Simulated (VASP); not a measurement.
# AlAs (F-43m) in VASP: density of states with PBEsol

Aim: the density of states of AlAs with PBEsol.

All numbers are computed with VASP 6.6.1; they aren't measurements. Logs are shortened: lines on timing, memory, paths and dates and some standing lists are left out, and cuts for length are marked.

### Step 1. The cell of the first run

It takes space group F-43m (No. 216, cubic). The conventional cell has a = 5.436 Å, b = 5.436 Å, c = 5.436 Å, α = 90.00°, β = 90.00°, γ = 90.00°. As (site symmetry -43m) has 4 Al at 2.35 Å within 3.1 Å. Al (site symmetry -43m) has 4 As at 2.35 Å within 3.1 Å.

### Step 2. Density of states, PBEsol

Contents of POSCAR:

```
AlAs
1.0
    0.0000000000      2.7180290000      2.7180290000
    2.7180290000      0.0000000000      2.7180290000
    2.7180290000      2.7180290000      0.0000000000
As Al
1 1
Direct
    0.2500000000      0.2500000000      0.2500000000
    0.0000000000      0.0000000000      0.0000000000
```

Contents of INCAR.step1:

```
ALGO = Normal
EDIFF = 1E-6
ENCUT = 400
GGA = PS
GGA_COMPAT = F
ISIF = 2
ISMEAR = -1
LASPH = T
LCHARG = T
LORBIT = 11
LREAL = F
LWAVE = F
NBANDS = 11
NEDOS = 2001
NELM = 120
PREC = Accurate
SIGMA = 0.1
```

Contents of KPOINTS.step1:

```
k-points
0
Gamma
  8 8 8
```

Contents of INCAR.step2:

```
ALGO = Normal
EDIFF = 1E-6
ENCUT = 400
GGA = PS
GGA_COMPAT = F
ICHARG = 11
ISIF = 2
ISMEAR = -5
LASPH = T
LCHARG = F
LORBIT = 10
LREAL = F
LWAVE = F
NBANDS = 11
NEDOS = 2001
NELM = 120
PREC = Accurate
SIGMA = 0.1
```

Contents of KPOINTS.step2:

```
k-points
0
Gamma
  12 12 12
```

Potentials or basis: VASP PAW PBE potentials, release 64 (As, Al).

On the command line:

```bash
$ cat potpaw_PBE.64/As/POTCAR potpaw_PBE.64/Al/POTCAR > POTCAR
$ cp INCAR.step1 INCAR
$ cp KPOINTS.step1 KPOINTS
$ mpirun -np 1 vasp_std > vasp.out
$ cp INCAR.step2 INCAR
$ cp KPOINTS.step2 KPOINTS
$ mpirun -np 1 vasp_std > vasp.out
```

OUTCAR:

```text
EDIFF = 1E-6
   ENCUT = 400
   GGA = PS
   ICHARG = 11
   ISIF = 2
   ISMEAR = -5
   LASPH = T
   LORBIT = 10
   LREAL = F
   NELM = 120
   PREC = Accurate

 ion  position               nearest neighbor table
   1  0.250  0.250  0.250-   2 2.35   2 2.35   2 2.35   2 2.35
   2  0.000  0.000  0.000-   1 2.35   1 2.35   1 2.35   1 2.35

  LATTYP: Found a face centered cubic cell.
 ALAT       =     5.4360580000

  Lattice vectors:

 A1 = (   0.0000000000,   2.7180290000,   2.7180290000)
 A2 = (   2.7180290000,   0.0000000000,   2.7180290000)
 A3 = (   2.7180290000,   2.7180290000,   0.0000000000)

Analysis of symmetry for initial positions (statically):
=====================================================================
 Subroutine PRICEL returns:
 Original cell was already a primitive cell.

 Routine SETGRP: Setting up the symmetry group for a
 face centered cubic supercell.

 Subroutine GETGRP returns: Found 24 space group operations
 (whereof 24 operations were pure point group operations)
 out of a pool of 48 trial point group operations.

The static configuration has the point symmetry T_d .

Analysis of symmetry for dynamics (positions and initial velocities):
=====================================================================
 Subroutine PRICEL returns:
 Original cell was already a primitive cell.

 Routine SETGRP: Setting up the symmetry group for a
 face centered cubic supercell.

 Subroutine GETGRP returns: Found 24 space group operations
 (whereof 24 operations were pure point group operations)
 out of a pool of 48 trial point group operations.

The dynamic configuration has the point symmetry T_d .

 Subroutine INISYM returns: Found 24 space group operations
 (whereof 24 operations are pure point group operations),
 and found     1 'primitive' translations

----------------------------------------------------------------------------------------

                                     Primitive cell

  volume of cell :      40.1599

  direct lattice vectors                    reciprocal lattice vectors
     0.000000000  2.718029000  2.718029000    -0.183956830  0.183956830  0.183956830
     2.718029000  0.000000000  2.718029000     0.183956830 -0.183956830  0.183956830
     2.718029000  2.718029000  0.000000000     0.183956830  0.183956830 -0.183956830

  length of vectors
     3.843873475  3.843873475  3.843873475     0.318622577  0.318622577  0.318622577

  position of ions in fractional coordinates (direct lattice)
     0.250000000  0.250000000  0.250000000
     0.000000000  0.000000000  0.000000000

  ion indices of the primitive-cell ions
   primitive index   ion index
                 1           1
                 2           2

----------------------------------------------------------------------------------------

 KPOINTS: k-points

Automatic generation of k-mesh.
 Grid dimensions read from file:
 generate k-points for:   12   12   12

 Generating k-lattice:

  Cartesian coordinates                     Fractional coordinates (reciprocal lattice)
    -0.015329736  0.015329736  0.015329736     0.083333333  0.000000000  0.000000000
     0.015329736 -0.015329736  0.015329736     0.000000000  0.083333333  0.000000000
     0.015329736  0.015329736 -0.015329736     0.000000000  0.000000000  0.083333333

  Length of vectors
     0.026551881  0.026551881  0.026551881

  Shift w.r.t. Gamma in fractional coordinates (k-lattice)
     0.000000000  0.000000000  0.000000000

 TETIRR: Found    247 inequivalent tetrahedra from    10368

 Subroutine IBZKPT returns following result:
 ===========================================

 Found     72 irreducible k-points:

 Following reciprocal coordinates:
            Coordinates               Weight
  0.000000  0.000000  0.000000      1.000000
  0.083333  0.000000  0.000000      8.000000
  0.166667  0.000000  0.000000      8.000000
  0.250000  0.000000  0.000000      8.000000
  0.333333  0.000000  0.000000      8.000000
  0.416667  0.000000  0.000000      8.000000
[... 16 lines left out ...]
  0.500000  0.166667  0.000000     24.000000
 -0.416667  0.166667  0.000000     24.000000
 [... further k-points ...]
   k-points           NKPTS =     72   k-points in BZ     NKDIM =     72   number of bands    NBANDS=     11
   number of dos      NEDOS =   2001   number of ions     NIONS =      2
   total plane-waves  NPLWV =  21952
   dimension x,y,z NGX =    28 NGY =   28 NGZ =   28
   dimension x,y,z NGXF=    56 NGYF=   56 NGZF=   56
   ions per type =               1   1
   NGX,Y,Z   is equivalent  to a cutoff of  12.11, 12.11, 12.11 a.u.
   NGXF,Y,Z  is equivalent  to a cutoff of  24.22, 24.22, 24.22 a.u.
 SYSTEM =  unknown system
   PREC   = accura    normal or accurate (medium, high low for compatibility)
   ISTART =      0    job   : 0-new  1-cont  2-samecut
   ICHARG =     11    charge: 1-file 2-atom 10-const
   ISPIN  =      1    spin polarized calculation?
   LNONCOLLINEAR =      F non collinear calculations
   LSORBIT =      F    spin-orbit coupling
   LASPH  =      T    aspherical Exc in radial PAW
   ENCUT  =  400.0 eV  29.40 Ry    5.42 a.u.   6.27  6.27  6.27*2*pi/ulx,y,z
   NELM   =    120;   NELMIN=  2; NELMDL=  0     # of ELM steps
   EDIFF  = 0.1E-05   stopping-criterion for ELM
   LREAL  =      F    real-space projection
   EDIFFG = 0.1E-04   stopping-criterion for IOM
   NSW    =      0    number of steps for IOM
   IBRION =     -1    ionic relax: 0-MD 1-quasi-New 2-CG
   NFREE  =      0    steps in history (QN), initial steepest desc. (CG)
   ISIF   =      2    stress and relaxation
   ISYM   =      2    0-nonsym 1-usesym 2-fastsym
   POTIM  = 0.5000    time-step for ionic-motion
   TEBEG  =    0.0;   TEEND  =   0.0 temperature during run
   PSTRESS=    0.0 pullay stress
   NELECT =       8.0000    total number of electrons
   NUPDOWN=      -1.0000    fix difference up-down
   EMIN   =  10.00;   EMAX   =-10.00  energy-range for DOS
   EFERMI =   0.00;   METHOD = LEGACY
   ISMEAR =    -5;   SIGMA  =   0.10  broadening in eV -4-tet -1-fermi 0-gaus
   EFERMI_NEDOS =   21; number of points for ismear=-14 and -15
   IALGO  =     38    algorithm
   IMIX   =      4    mixing-type and parameters
     AMIX     =   0.40;   BMIX     =  1.00
     AMIX_MAG =   1.60;   BMIX_MAG =  1.00
  volume/ion in A,a.u.               =      20.08       135.51
  Fermi-wavevector in a.u.,A,eV,Ry     =   0.956109  1.806784 12.437690  0.914144
  Thomas-Fermi vector in A             =   2.085007
   LORBIT       =     10    0 simple, 1 ext, 2 COOP (PROOUT), +10 PAW based schemes
   GGA     = PS    functional components
   LHFCALC =     F    Hartree Fock is set to
   AEXX    =    0.0000 exact exchange contribution
   IVDW    =     0    specifies the selected vdW correction
   LEPSILON=     F    determine dielectric tensor
   LRPA    =     F    only Hartree local field effects (RPA)
 non-spin polarized calculation
 Fermi weights with tetrahedron method with Bloechl corrections
  energy-cutoff  :      400.00
  volume of cell :       40.16
 maximum number of plane-waves:       745
 NGX is ok and might be reduce to    28

 number of electron       8.0000001 magnetization

 Free energy of the ion-electron system (eV)
  ---------------------------------------------------
  ext. energy  EPLUGINS =         0.00000000
  ---------------------------------------------------
  free energy    TOTEN  =        -9.86420501 eV

  energy without entropy =       -9.86420501  energy(sigma->0) =       -9.86420501

 E-fermi :   4.9003     XC(G=0):  -9.6715

 val. band max:        4.8969872699   @ k =   0.0000   0.0000   0.0000
 cond. band min:       5.9795480661   @ k =   0.5000   0.5000   0.0000
 fundamental gap:      1.0825607963
 Fermi energy:         4.9003400911

 k-point     1 :       0.0000    0.0000    0.0000
  band No.  band energies     occupation
      1      -7.7252      2.00000
      2       4.8970      2.00000
      3       4.8970      2.00000
      4       4.8970      2.00000
      5       7.8606      0.00000
      6       9.3690      0.00000
      7       9.3690      0.00000
      8       9.3690      0.00000
      9      14.1288      0.00000
     10      14.1288      0.00000
     11      14.3140      0.00000

 k-point     2 :       0.0833    0.0000    0.0000
  band No.  band energies     occupation
      1      -7.6452      2.00000
      2       4.1137      2.00000
      3       4.8104      2.00000
      4       4.8104      2.00000
      5       8.2893      0.00000
      6       9.5245      0.00000
      7       9.5245      0.00000
      8       9.5679      0.00000
      9      13.7157      0.00000
     10      13.7157      0.00000
     11      14.6968      0.00000

 k-point     3 :       0.1667    0.0000    0.0000
  band No.  band energies     occupation
      1      -7.4113      2.00000
      2       2.6863      2.00000
      3       4.6012      2.00000
      4       4.6012      2.00000
      5       8.2794      0.00000
      6       9.8486      0.00000
      7       9.8486      0.00000
      8      10.6676      0.00000
      9      13.2252      0.00000
     10      13.2252      0.00000
     11      14.9620      0.00000
[... 267 lines left out ...]
 k-point    23 :       0.5000    0.1667    0.0000
  band No.  band energies     occupation
      1      -5.8728      2.00000
      2      -0.8999      2.00000
      3       2.5383      2.00000
      4       3.4665      2.00000
      5       7.9444      0.00000
      6       9.9827      0.00000
      7      10.8472      0.00000
      8      12.4260      0.00000
      9      14.9362      0.00000
     10      16.8289      0.00000
     11      17.5807      0.00000

 k-point    24 :      -0.4167    0.1667    0.0000
  band No.  band energies     occupation
      1      -5.8188      2.00000
      2      -0.9943      2.00000
      3       2.3260      2.00000
      4       3.6404      2.00000
      5       8.1083      0.00000
      6       9.9136      0.00000
      7      10.6137      0.00000
      8      13.6055      0.00000
      9      14.7516      0.00000
     10      15.0865      0.00000
     11      16.7743      0.00000

 [... further k-points ...]

------------------------ aborting loop because EDIFF is reached ----------------------------------------

  FORCE on cell =-STRESS in cart. coord.  units (eV):
  Direction    XX          YY          ZZ          XY          YZ          ZX
  --------------------------------------------------------------------------------------
  -------------------------------------------------------------------------------------
  Total        3.1630820      3.1630820      3.1630820      0.0000000      0.0000000      0.0000000
  in kB      126.1911150    126.1911150    126.1911150      0.0000000      0.0000000      0.0000000
  external PRESSURE =     126.1911150 kB  Pullay stress =       0.0000000 kB

 VOLUME and BASIS-vectors are now :
 -----------------------------------------------------------------------------
  energy-cutoff  :      400.00
  volume of cell :       40.16
      direct lattice vectors                 reciprocal lattice vectors
     0.000000000  2.718029000  2.718029000    -0.183956830  0.183956830  0.183956830
     2.718029000  0.000000000  2.718029000     0.183956830 -0.183956830  0.183956830
     2.718029000  2.718029000  0.000000000     0.183956830  0.183956830 -0.183956830

 POSITION                                       TOTAL-FORCE (eV/Angst)
 -----------------------------------------------------------------------------------
      1.35901      1.35901      1.35901         0.000000     -0.000000     -0.000000
      0.00000      0.00000      0.00000         0.000000      0.000000      0.000000
 -----------------------------------------------------------------------------------
    total drift:                                0.000000      0.000000      0.000000

  FREE ENERGIE OF THE ION-ELECTRON SYSTEM (eV)
  ---------------------------------------------------
  free  energy   TOTEN  =        -9.8642050090 eV

  energy  without entropy=       -9.8642050090  energy(sigma->0) =       -9.86420501

 total charge

# of ion       s       p       d       tot
------------------------------------------
    1        1.197   1.786   0.030   3.013
    2        0.410   0.421   0.000   0.831
--------------------------------------------------
tot          1.607   2.207   0.030   3.844
```

Run time: 24 s. Hardware: 1 thread of Intel Xeon Platinum 8375C at 2.90GHz (Ice Lake), shared host; peak memory 0.16 GiB.

What came out:

| Property | Result |
| --- | --- |
| Valence electrons inside the program's atomic spheres | As 3.01; Al 0.83 |

Caveat: the PAW data sets were made with another functional, which shifts forces and pressure a little.
